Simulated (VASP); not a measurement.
Sn: single point with PBE

The system is Sn.

```
Sn
1.0
     7.38928    0.00000    0.00000
    -3.69464    6.39930    0.00000
     0.00000    0.00000    4.57551
Sn
6
Direct
  0.61969 0.61969 0.16667
  0.38031 0.00000 0.50000
  0.00000 0.38031 0.83333
  0.00000 0.61969 0.33333
  0.38031 0.38031 0.66667
  0.61969 0.00000 0.00000
```

```yaml
Program: VASP 6.6.1
Task: single point
Functional: PBE
Potentials_or_basis: VASP PAW PBE potentials, release 64 (Sn_d)
Cutoff: 500 eV
k_mesh: 6 × 6 × 8
Occupations: fermi-dirac, width 0.15 eV
Spin: no spin polarisation
```

```
Pressure               : 0.0 GPa
Band gap on the k mesh : zero (filled and empty bands touch)
```

Levels at points of the mesh, in eV from the Fermi level:
| k point | band 38 | band 39 | band 40 | band 41 | band 42 | band 43 | band 44 | band 45 | band 46 | band 47 |
| --- | --- | --- | --- | --- | --- | --- | --- | --- | --- | --- |
| (0.00, 0.00, 0.00) | -1.40 | -1.30 | -1.30 | -0.01 | 0.03 | 0.03 | 1.51 | 1.51 | 2.47 | 3.07 |
| (0.50, 0.00, 0.00) | -1.96 | -1.29 | -1.22 | -0.79 | -0.47 | 0.60 | 1.21 | 1.23 | 2.03 | 2.44 |
| (0.00, 0.00, 0.50) | -2.79 | -2.53 | -2.53 | -2.15 | -2.15 | 1.08 | 1.08 | 2.48 | 2.48 | 3.42 |
| (0.50, 0.00, 0.50) | -2.96 | -1.52 | -1.52 | -1.22 | -1.22 | 0.34 | 0.34 | 1.60 | 1.60 | 2.88 |

Run time: 3.7 min on 1 thread of Oxide Virtual Turin-like Processor, with other jobs on the host, peak memory 0.42 GiB.

Caveat: spin-orbit coupling is left out, which moves the levels of the heavy elements.
